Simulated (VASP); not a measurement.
A run of VASP 6.6.1:

INCAR

```
SYSTEM = Ir
  ALGO = Normal
  EDIFF = 1E-6
  EDIFFG = -0.005
  ENCUT = 600
  GGA = PE
  IBRION = 2
  ISIF = 3
  ISMEAR = -1
  LASPH = .TRUE.
  LCHARG = .FALSE.
  LREAL = .FALSE.
  LWAVE = .FALSE.
  NELM = 100
  NSW = 32
  PREC = Accurate
  PSTRESS = 2700.0
  SIGMA = 0.05
```

Contents of KPOINTS:

```
k-points
0
G
  14 14 14
  0 0 0
```

File POSCAR:

```
Ir
1.0
    0.0000000000      2.3775823209      2.3775823209
    2.3775823209      0.0000000000      2.3775823209
    2.3775823209      2.3775823209      0.0000000000
Ir
2
Direct
   -0.1250000000     -0.1250000000     -0.1250000000
    0.1250000000      0.1250000000      0.1250000000
```

Potentials or basis: VASP PAW PBE potentials, release 64 (Ir).

The run is started by

```sh
$ cat potpaw_PBE.64/Ir/POTCAR > POTCAR
$ mpirun -np 1 vasp_std > vasp.out
```

Hardware: 1 thread of Intel Xeon 8259CL, on a shared host.

Q: Estimate the wall time of this run.

A: Wall time 4.7 min on 1 thread of Intel Xeon 8259CL, with other jobs on the host, peak memory 0.2 GiB. Counts: scf iterations 47, k points 104, ion steps 7.
